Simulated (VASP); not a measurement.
Write the native input for VASP 6.6.1 that does the following.

* Task: single point
* Functional: PBE
* Potentials or basis: VASP PAW PBE potentials, release 64 (Sb)
* Cutoff: 520 eV
* k mesh: 14 × 14 × 14
* Occupations: fermi-dirac, width 0.08 eV
* Spin: no spin polarisation
* Dipole correction: no
* Further INCAR settings: ALGO = Normal; EDIFF = 1e-07; NBANDS = 8

The structure of Sb lies in POSCAR:

```
Sb
1.0
    0.0000000000      2.3933040554      2.3933040554
    2.3933040554      0.0000000000      2.3933040554
    2.3933040554      2.3933040554      0.0000000000
Sb
1
Direct
    0.0000000000      0.0000000000      0.0000000000
```

This isn't the form of Sb at room conditions, which is rhombohedral.

These files were run (other wordings do the same):

INCAR

```
PREC = Accurate
ENCUT = 520
EDIFF = 1E-7
ISMEAR = -1
SIGMA = 0.08
LREAL = F
LASPH = T
NELM = 60
ALGO = Normal
ISIF = 2
LWAVE = F
LCHARG = F
GGA = PE
NBANDS = 8
```

KPOINTS

```
regular mesh
0
Gamma
  14 14 14
```

Potentials or basis: VASP PAW PBE potentials, release 64 (Sb).

Run with:

```console
$ cat potpaw_PBE.64/Sb/POTCAR > POTCAR
$ mpirun -np 1 vasp_std > vasp.out
```

It gave:

- Pressure: 0.0 GPa
- Band gap on the k mesh: zero (an odd number of electrons rules out a gap without spin polarisation)

Caveat: spin-orbit coupling is left out, which moves the levels of the heavy elements.

Wall time 43 s on 1 thread of AMD EPYC 7R13 (shared host), peak memory 0.14 GiB.
